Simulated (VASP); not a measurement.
# TaSi2 (P6_422) in VASP: notebook

The runs below take TaSi2 through single point, with PBE, PBEsol+D3(BJ), PBEsol+D4, PBEsol.

All numbers are computed with VASP 6.6.1; they aren't measurements. Logs are shortened: lines on timing, memory, paths and dates and some standing lists are left out, and cuts for length are marked.

### 1 The cell of the first run

Symmetry: P6_422, No. 181, hexagonal system. Conventional cell: a = 4.784 Å, b = 4.784 Å, c = 6.570 Å, α = 90.00°, β = 90.00°, γ = 120.00°. Ta (site symmetry 222) has 10 Si at 2.61 to 2.83 Å and 4 Ta at 3.24 Å within 3.4 Å. Within 3.4 Å of Si (site symmetry 2) lie 9 Si at 2.56 to 3.33 Å and 5 Ta at 2.61 to 2.83 Å.

### 2 Single point, PBE

The input, INCAR:

```
PREC = Accurate
ENCUT = 520
EDIFF = 1E-7
ISMEAR = -1
SIGMA = 0.05
LREAL = F
LASPH = T
NELM = 80
ALGO = Normal
ISIF = 2
LWAVE = F
LCHARG = T
GGA = PE
LELF = T
LVHAR = T
NBANDS = 38
```

The input, KPOINTS:

```
Automatic mesh
0
Gamma
  5 5 3
```

The input, POSCAR:

```
TaSi2
1.0
    4.7839000000      0.0000000000      0.0000000000
   -2.3919500000      4.1429789292      0.0000000000
    0.0000000000      0.0000000000      6.5700000000
Ta Si
3 6
Direct
    0.0000000000      0.5000000000      0.3333333333
    0.5000000000      0.5000000000      0.6666666667
    0.5000000000      0.0000000000      0.0000000000
    0.3179400000      0.1589700000      0.3333333333
    0.1589700000      0.8410300000      0.6666666667
    0.8410300000      0.6820600000      0.0000000000
    0.6820600000      0.8410300000      0.3333333333
    0.8410300000      0.1589700000      0.6666666667
    0.1589700000      0.3179400000      0.0000000000
```

Potentials or basis: VASP PAW PBE potentials, release 64 (Ta_pv, Si).

Launch:

```bash
cat potpaw_PBE.64/Ta_pv/POTCAR potpaw_PBE.64/Si/POTCAR > POTCAR
mpirun -np 1 vasp_std > vasp.out
```

OUTCAR:

```text
PREC = Accurate
   ENCUT = 520
   EDIFF = 1E-7
   ISMEAR = -1
   LREAL = F
   LASPH = T
   NELM = 80
   ISIF = 2
   GGA = PE

 ion  position               nearest neighbor table
   1  0.000  0.500  0.333-   6 2.61   9 2.61   8 2.61   5 2.61   4 2.73   7 2.73   4 2.73   7 2.73
                             7 2.83   4 2.83   3 3.24   3 3.24   2 3.24   2 3.24
   2  0.500  0.500  0.667-   6 2.61   9 2.61   7 2.61   4 2.61   5 2.73   8 2.73   5 2.73   8 2.73
                             8 2.83   5 2.83   3 3.24   3 3.24   1 3.24   1 3.24
   3  0.500  0.000  0.000-   4 2.61   7 2.61   5 2.61   8 2.61   9 2.73   6 2.73   9 2.73   6 2.73
                             9 2.83   6 2.83   2 3.24   1 3.24   2 3.24   1 3.24
   4  0.318  0.159  0.333-   9 2.56   5 2.56   3 2.61   2 2.61   7 2.63   1 2.73   1 2.73   1 2.83
                             7 2.83   7 2.83
   5  0.159  0.841  0.667-   6 2.56   4 2.56   3 2.61   1 2.61   8 2.63   2 2.73   2 2.73   2 2.83
                             8 2.83   8 2.83
   6  0.841  0.682  0.000-   5 2.56   7 2.56   1 2.61   2 2.61   9 2.63   3 2.73   3 2.73   3 2.83
                             9 2.83   9 2.83
   7  0.682  0.841  0.333-   6 2.56   8 2.56   3 2.61   2 2.61   4 2.63   1 2.73   1 2.73   1 2.83
                             4 2.83   4 2.83
   8  0.841  0.159  0.667-   9 2.56   7 2.56   3 2.61   1 2.61   5 2.63   2 2.73   2 2.73   2 2.83
                             5 2.83   5 2.83
   9  0.159  0.318  0.000-   8 2.56   4 2.56   1 2.61   2 2.61   6 2.63   3 2.73   3 2.73   3 2.83
                             6 2.83   6 2.83

  LATTYP: Found a hexagonal cell.
 ALAT       =     4.7839000000
 C/A-ratio  =     1.3733564665

  Lattice vectors:

 A1 = (   4.7839000000,   0.0000000000,   0.0000000000)
 A2 = (  -2.3919500000,   4.1429789292,   0.0000000000)
 A3 = (   0.0000000000,   0.0000000000,   6.5700000000)

Analysis of symmetry for initial positions (statically):
=====================================================================
 Subroutine PRICEL returns:
 Original cell was already a primitive cell.

 Routine SETGRP: Setting up the symmetry group for a
 hexagonal supercell.

 Subroutine GETGRP returns: Found 12 space group operations
 (whereof  4 operations were pure point group operations)
 out of a pool of 24 trial point group operations.

The static configuration has the point symmetry D_2 .
 The point group associated with its full space group is D_6 .

Analysis of symmetry for dynamics (positions and initial velocities):
=====================================================================
 Subroutine PRICEL returns:
 Original cell was already a primitive cell.

 Routine SETGRP: Setting up the symmetry group for a
 hexagonal supercell.

 Subroutine GETGRP returns: Found 12 space group operations
 (whereof  4 operations were pure point group operations)
 out of a pool of 24 trial point group operations.

The dynamic configuration has the point symmetry D_2 .
 The point group associated with its full space group is D_6 .

 Subroutine INISYM returns: Found 12 space group operations
 (whereof  4 operations are pure point group operations),
 and found     1 'primitive' translations

----------------------------------------------------------------------------------------

                                     Primitive cell

  volume of cell :     130.2148

  direct lattice vectors                    reciprocal lattice vectors
     4.783900000  0.000000000  0.000000000     0.209034470  0.120686107  0.000000000
    -2.391950000  4.142978929  0.000000000     0.000000000  0.241372215  0.000000000
     0.000000000  0.000000000  6.570000000     0.000000000  0.000000000  0.152207002

  length of vectors
     4.783900000  4.783900000  6.570000000     0.241372215  0.241372215  0.152207002

  position of ions in fractional coordinates (direct lattice)
     0.000000000  0.500000000  0.333333333
     0.500000000  0.500000000  0.666666667
     0.500000000  0.000000000  0.000000000
     0.317940000  0.158970000  0.333333333
     0.158970000  0.841030000  0.666666667
     0.841030000  0.682060000  0.000000000
     0.682060000  0.841030000  0.333333333
     0.841030000  0.158970000  0.666666667
     0.158970000  0.317940000  0.000000000

  ion indices of the primitive-cell ions
   primitive index   ion index
                 1           1
                 2           2
                 3           3
                 4           4
                 5           5
                 6           6
                 7           7
                 8           8
                 9           9

----------------------------------------------------------------------------------------

 KPOINTS: Automatic mesh

Automatic generation of k-mesh.
 Grid dimensions read from file:
 generate k-points for:    5    5    3

 Generating k-lattice:

  Cartesian coordinates                     Fractional coordinates (reciprocal lattice)
     0.041806894  0.024137221  0.000000000     0.200000000  0.000000000  0.000000000
     0.000000000  0.048274443  0.000000000     0.000000000  0.200000000  0.000000000
     0.000000000  0.000000000  0.050735667     0.000000000  0.000000000  0.333333333

  Length of vectors
     0.048274443  0.048274443  0.050735667

  Shift w.r.t. Gamma in fractional coordinates (k-lattice)
     0.000000000  0.000000000  0.000000000

 Subroutine IBZKPT returns following result:
 ===========================================

 Found     10 irreducible k-points:

 Following reciprocal coordinates:
            Coordinates               Weight
  0.000000  0.000000  0.000000      1.000000
  0.200000  0.000000  0.000000      6.000000
  0.400000  0.000000  0.000000      6.000000
  0.200000  0.200000  0.000000      6.000000
  0.400000  0.200000  0.000000      6.000000
  0.000000  0.000000  0.333333      2.000000
  0.200000  0.000000  0.333333     12.000000
  0.400000  0.000000  0.333333     12.000000
  0.200000  0.200000  0.333333     12.000000
  0.400000  0.200000  0.333333     12.000000
   k-points           NKPTS =     10   k-points in BZ     NKDIM =     10   number of bands    NBANDS=     38
   number of dos      NEDOS =    301   number of ions     NIONS =      9
   total plane-waves  NPLWV =  64800
   dimension x,y,z NGX =    36 NGY =   36 NGZ =   50
   dimension x,y,z NGXF=    72 NGYF=   72 NGZF=  100
   ions per type =               3   6
   NGX,Y,Z   is equivalent  to a cutoff of  12.51, 12.51, 12.65 a.u.
   NGXF,Y,Z  is equivalent  to a cutoff of  25.02, 25.02, 25.30 a.u.
 SYSTEM =  unknown system
   PREC   = accura    normal or accurate (medium, high low for compatibility)
   ISTART =      0    job   : 0-new  1-cont  2-samecut
   ICHARG =      2    charge: 1-file 2-atom 10-const
   ISPIN  =      1    spin polarized calculation?
   LNONCOLLINEAR =      F non collinear calculations
   LSORBIT =      F    spin-orbit coupling
   LASPH  =      T    aspherical Exc in radial PAW
   ENCUT  =  520.0 eV  38.22 Ry    6.18 a.u.   8.89  8.89 12.22*2*pi/ulx,y,z
   NELM   =     80;   NELMIN=  2; NELMDL= -5     # of ELM steps
   EDIFF  = 0.1E-06   stopping-criterion for ELM
   LREAL  =      F    real-space projection
   EDIFFG = 0.1E-05   stopping-criterion for IOM
   NSW    =      0    number of steps for IOM
   IBRION =     -1    ionic relax: 0-MD 1-quasi-New 2-CG
   NFREE  =      0    steps in history (QN), initial steepest desc. (CG)
   ISIF   =      2    stress and relaxation
   ISYM   =      2    0-nonsym 1-usesym 2-fastsym
   POTIM  = 0.5000    time-step for ionic-motion
   TEBEG  =    0.0;   TEEND  =   0.0 temperature during run
   PSTRESS=    0.0 pullay stress
   NELECT =      57.0000    total number of electrons
   NUPDOWN=      -1.0000    fix difference up-down
   EMIN   =  10.00;   EMAX   =-10.00  energy-range for DOS
   EFERMI =   0.00;   METHOD = LEGACY
   ISMEAR =    -1;   SIGMA  =   0.05  broadening in eV -4-tet -1-fermi 0-gaus
   EFERMI_NEDOS =   21; number of points for ismear=-14 and -15
   IALGO  =     38    algorithm
   IMIX   =      4    mixing-type and parameters
     AMIX     =   0.40;   BMIX     =  1.00
     AMIX_MAG =   1.60;   BMIX_MAG =  1.00
  volume/ion in A,a.u.               =      14.47        97.64
  Fermi-wavevector in a.u.,A,eV,Ry     =   1.243025  2.348976 21.022500  1.545110
  Thomas-Fermi vector in A             =   2.377353
   LORBIT       =      0    0 simple, 1 ext, 2 COOP (PROOUT), +10 PAW based schemes
   GGA     = PE    functional components
   LHFCALC =     F    Hartree Fock is set to
   AEXX    =    0.0000 exact exchange contribution
   IVDW    =     0    specifies the selected vdW correction
   LEPSILON=     F    determine dielectric tensor
   LRPA    =     F    only Hartree local field effects (RPA)
 non-spin polarized calculation
  energy-cutoff  :      520.00
  volume of cell :      130.21
 maximum number of plane-waves:      3523
 NGX is ok and might be reduce to    36
   NGX = 17   NGY = 17   NGZ = 25

 number of electron      57.0000004 magnetization

 Free energy of the ion-electron system (eV)
  ---------------------------------------------------
  ext. energy  EPLUGINS =         0.00000000
  ---------------------------------------------------
  free energy    TOTEN  =       -72.20934445 eV

  energy without entropy =      -72.17983213  energy(sigma->0) =      -72.19458829

 E-fermi :   9.3660     XC(G=0): -12.0752

 val. band max:        9.3389464336   @ k =   0.4000   0.2000   0.3333
 cond. band min:       9.4436427932   @ k =   0.2000   0.0000   0.3333
 fundamental gap:      0.1046963596
 Fermi energy:         9.3660371812

 k-point     1 :       0.0000    0.0000    0.0000
  band No.  band energies     occupation
      1     -24.9971      2.00000
      2     -24.9971      2.00000
      3     -24.9912      2.00000
      4     -24.9176      2.00000
      5     -24.9176      2.00000
      6     -24.8353      2.00000
[... 30 lines left out ...]
     37      13.2772      0.00000
     38      13.3977      0.00000
[... 367 lines left out ...]
     37      12.6851      0.00000
     38      12.8943      0.00000

------------------------ aborting loop because EDIFF is reached ----------------------------------------

  FORCE on cell =-STRESS in cart. coord.  units (eV):
  Direction    XX          YY          ZZ          XY          YZ          ZX
  --------------------------------------------------------------------------------------
  -------------------------------------------------------------------------------------
  Total        2.3896610      2.3896610      1.6966516     -0.0000000      0.0000000      0.0000000
  in kB       29.4026649     29.4026649     20.8757977     -0.0000000      0.0000000      0.0000000
  external PRESSURE =      26.5603758 kB  Pullay stress =       0.0000000 kB

 VOLUME and BASIS-vectors are now :
 -----------------------------------------------------------------------------
  energy-cutoff  :      520.00
  volume of cell :      130.21
      direct lattice vectors                 reciprocal lattice vectors
     4.783900000  0.000000000  0.000000000     0.209034470  0.120686107  0.000000000
    -2.391950000  4.142978929  0.000000000     0.000000000  0.241372215  0.000000000
     0.000000000  0.000000000  6.570000000     0.000000000  0.000000000  0.152207002

 POSITION                                       TOTAL-FORCE (eV/Angst)
 -----------------------------------------------------------------------------------
     -1.19598      2.07149      2.19000        -0.000000      0.000000      0.000000
      1.19598      2.07149      4.38000        -0.000000      0.000000      0.000000
      2.39195      0.00000      0.00000        -0.000000      0.000000     -0.000000
      1.14074      0.65861      2.19000        -0.016401     -0.009469     -0.000000
     -1.25121      3.48437      4.38000        -0.016401      0.009469     -0.000000
      2.39195      2.82576      0.00000        -0.000000      0.018938     -0.000000
      1.25121      3.48437      2.19000         0.016401      0.009469     -0.000000
      3.64316      0.65861      4.38000         0.016401     -0.009469     -0.000000
     -0.00000      1.31722      0.00000         0.000000     -0.018938     -0.000000
 -----------------------------------------------------------------------------------
    total drift:                               -0.000000      0.000000      0.000000

  FREE ENERGIE OF THE ION-ELECTRON SYSTEM (eV)
  ---------------------------------------------------
  free  energy   TOTEN  =       -72.2093444528 eV

  energy  without entropy=      -72.1798321276  energy(sigma->0) =      -72.19458829
```

Run time: 1.7 min. Hardware: 1 thread of Intel Xeon 8259CL, shared host; peak memory 0.26 GiB.

What came out:

| Quantity | Value |
| --- | --- |
| Free energy | -72.2093 eV |
| Pressure | 2.7 GPa |
| Largest force | 0.019 eV/Å |
| Band gap on the k mesh | zero (an odd number of electrons rules out a gap without spin polarisation) |

Forces on the atoms (eV/Å):
```
Ta   0.000  0.000  0.000
Ta   0.000  0.000  0.000
Ta   0.000  0.000  0.000
Si  -0.016 -0.009  0.000
Si  -0.016  0.009  0.000
Si   0.000  0.019  0.000
Si   0.016  0.009  0.000
Si   0.016 -0.009  0.000
Si   0.000 -0.019  0.000
```

Caveat: spin-orbit coupling is left out, which moves the levels of the heavy elements.

### 3 Single point, PBEsol+D3(BJ)

This run uses another cell than the first one, of 13.85 Å³/atom.

The input, INCAR:

```
SYSTEM = TaSi2
ALGO = Normal
EDIFF = 1E-6
ENCUT = 520
GGA = PS
ISIF = 2
ISMEAR = -1
IVDW = 12
LASPH = .True.
LCHARG = .False.
LREAL = .False.
LWAVE = .False.
NBANDS = 38
NELM = 60
PREC = Accurate
SIGMA = 0.05
```

The input, KPOINTS:

```
k-points
0
Gamma
  7 7 4
  0 0 0
```

The input, POSCAR:

```
TaSi2
1.0
    4.7026211192      0.0000000000      0.0000000000
   -2.3513105596      4.0725893536      0.0000000000
    0.0000000000      0.0000000000      6.5108046868
Ta Si
3 6
Direct
    0.0000000000      0.5000000000      0.3333333333
    0.5000000000      0.5000000000      0.6666666667
    0.5000000000      0.0000000000      0.0000000000
    0.3193293211      0.1596646606      0.3333333333
    0.1596646606      0.8403353394      0.6666666667
    0.8403353394      0.6806706789      0.0000000000
    0.6806706789      0.8403353394      0.3333333333
    0.8403353394      0.1596646606      0.6666666667
    0.1596646606      0.3193293211      0.0000000000
```

Potentials or basis: VASP PAW PBE potentials, release 64 (Ta_pv, Si).

Launch:

```bash
cat potpaw_PBE.64/Ta_pv/POTCAR potpaw_PBE.64/Si/POTCAR > POTCAR
mpirun -np 1 vasp_std > vasp.out
```

Run time: 3.3 min. Hardware: 1 thread of Intel Xeon 8259CL, shared host; peak memory 0.29 GiB.

Results (log left out):

| Quantity | Value |
| --- | --- |
| Free energy | -82.2733 eV |
| Pressure | 0.4 GPa |
| Band gap on the k mesh | zero (an odd number of electrons rules out a gap without spin polarisation) |
| Dispersion energy per atom | -0.554 eV |

Forces in eV/Å, atoms in the order of the input:
```
Ta   0.000  0.000  0.000
Ta   0.000  0.000  0.000
Ta   0.000  0.000  0.000
Si  -0.002 -0.001  0.000
Si  -0.002  0.001  0.000
Si   0.000  0.003  0.000
Si   0.002  0.001  0.000
Si   0.002 -0.001  0.000
Si   0.000 -0.003  0.000
```

Stress tensor (GPa, compression positive):
```
0.33 0.00 0.00
0.00 0.33 0.00
0.00 0.00 0.44
```

Levels at points of the mesh, in eV from the Fermi level:
```csv
k point,band 26,band 27,band 28,band 29,band 30,band 31,band 32,band 33
"(0.00, 0.00, 0.00)",-2.37,-2.27,-2.27,-1.46,0.68,3.13,3.13,3.73
"(0.00, 0.00, 0.50)",-1.91,-1.75,-1.75,1.10,1.10,2.87,2.87,3.59
```

Caveat: the PAW data sets were made with another functional, which shifts forces and pressure a little; spin-orbit coupling is left out, which moves the levels of the heavy elements.

[end of part 1 of 2]
